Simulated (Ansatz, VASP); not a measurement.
# One calculation of As, two programs

```
CELL_PARAMETERS angstrom
-1.66011 1.66011 1.66011
1.66011 -1.66011 1.66011
1.66011 1.66011 -1.66011
ATOMIC_POSITIONS crystal
As 0.00000 0.00000 0.00000
```

Alike in both runs: task relaxation of cell and atoms; functional RPBE; k mesh 13 × 13 × 13; occupations fermi-dirac, width 0.1 eV; no spin polarisation.

|  | VASP | Ansatz |
| --- | --- | --- |
| version | VASP 6.6.1 | Ansatz 0.2.0 |
| potentials or method | VASP PAW PBE potentials, release 64 (As), cutoff 500 eV | plane waves (420 eV) with PAW, scalar-relativistic |
| valence electrons in the cell | 5 | 15 |

```tsv
	VASP	Ansatz	Ansatz less VASP
relaxed volume (Å³/atom)	19.43	19.43	-0.001
relaxed cell length with the largest relative difference (Å)	2.933	2.933	-0.0001
```

VASP's potentials were made for PBE, not for RPBE. VASP's potentials hold 5 valence electrons a cell and Ansatz's 15, so a difference there can come from the potentials and not from the codes.
